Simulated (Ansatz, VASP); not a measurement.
BN: VASP beside Ansatz

```xyz
2
Lattice="-0.2039 1.9393 1.8124 1.8124 -0.2039 1.8124 1.6085 1.7354 0.0000" Properties=species:S:1:pos:R:3 pbc="T T T"
B     0.0000    0.0000    0.0000
N     2.4127    2.6031    2.7186
```

Change from the starting cell: engineering shear strain xz -0.2250, normal strain along z +0.0700.

Alike in both runs: task single point; functional PBE; k mesh 12 × 12 × 12; occupations gaussian, width 0.05 eV; no spin polarisation.

|  | VASP | Ansatz |
| --- | --- | --- |
| version | VASP 6.6.1 | Ansatz 0.2.0 |
| potentials or method | VASP PAW PBE potentials, release 64 (B, N), cutoff 520 eV | scalar-relativistic, plane waves, PAW |
| valence electrons in the cell | 8 | 8 |

|  | VASP | Ansatz | Ansatz less VASP |
| --- | --- | --- | --- |
| gap on the k mesh at the Fermi level (eV) | 2.03 | 2.03 | +0.006 |
| least direct gap on the mesh (eV) | 4.51 | 4.51 | -0.005 |
| pressure (GPa) | -3.1 | -3.3 | -0.18 |
| traceless stress, the component that is largest in VASP (GPa) | 80.74 | 80.31 | -0.429 |
| rms of the force components (eV/Å) | 0.097 | 0.112 | +0.0149 |

Atom by atom the forces differ by 0.015 eV/Å (rms over components).
